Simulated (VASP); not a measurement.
Cu: relaxation of cell and atoms with LDA

The system is Cu.

```xyz
1
Lattice="0.0000 1.8100 1.8100 1.8100 0.0000 1.8100 1.8100 1.8100 0.0000" Properties=species:S:1:pos:R:3 pbc="T T T"
Cu    0.0000    0.0000    0.0000
```

```
Program                : VASP 6.6.1
Task                   : relaxation of cell and atoms
Functional             : LDA
Potentials or basis    : VASP PAW LDA potentials, release 64 (Cu)
Cutoff                 : 600 eV
k mesh                 : 11 × 11 × 11
Occupations            : gaussian, width 0.1 eV
Spin                   : no spin polarisation
Target pressure        : 30 GPa
Dipole correction      : no
Further INCAR settings : ALGO = Normal; EDIFF = 1e-07; IBRION = 2; EDIFFG = -0.03; NSW = 80; ISIF = 3
```

```json
{
 "Relaxed volume": "9.69 Å³/atom",
 "Relaxed cell": "a = 2.393 Å, b = 2.393 Å, c = 2.393 Å, α = 60.00°, β = 60.00°, γ = 60.00°",
 "Space group after relaxing (to 0.1 Å)": "Fm-3m (No. 225)",
 "Energy change on relaxing (the run minimises the enthalpy)": "+62.6 meV/atom",
 "Ionic steps": "5",
 "Pressure after relaxing": "30.0 GPa",
 "Band gap on the k mesh": "zero (an odd number of electrons rules out a gap without spin polarisation)"
}
```

Step by step:
```tsv
step	energy change (eV)	largest force (eV/Å)	pressure (GPa)	volume (Å³)
1	0.0000	0.0000	-12.47	11.86
2	1.5886	0.0000	212.29	7.24
3	0.0362	0.0000	25.06	9.84
4	0.0532	0.0000	28.30	9.74
5	0.0626	0.0000	30.04	9.69
```

Final structure:
```cif
data_structure
_symmetry_space_group_name_H-M 'P 1'
_symmetry_Int_Tables_number 1
_cell_length_a 2.3931
_cell_length_b 2.3931
_cell_length_c 2.3931
_cell_angle_alpha 60.000
_cell_angle_beta 60.000
_cell_angle_gamma 60.000
_cell_volume 9.69
loop_
_atom_site_label
_atom_site_type_symbol
_atom_site_fract_x
_atom_site_fract_y
_atom_site_fract_z
_atom_site_occupancy
Cu1 Cu 0.00000 0.00000 0.00000 1
```

Levels at points of the mesh, in eV from the Fermi level:
| k point | band 4 | band 5 | band 6 | band 7 | band 8 | band 9 |
| --- | --- | --- | --- | --- | --- | --- |
| (0.00, 0.00, 0.00) | -3.86 | -2.72 | -2.72 | 24.10 | 28.21 | 28.21 |

It took 15 s on 1 thread of Intel(R) Xeon(R) Platinum 8488C (Sapphire Rapids), on a shared host, peak memory 0.13 GiB.

Caveat: the cell is relaxed towards a set pressure, so the run minimises the enthalpy, not the energy; the volume moved by over 15 % at a fixed basis, so the end points are rough.
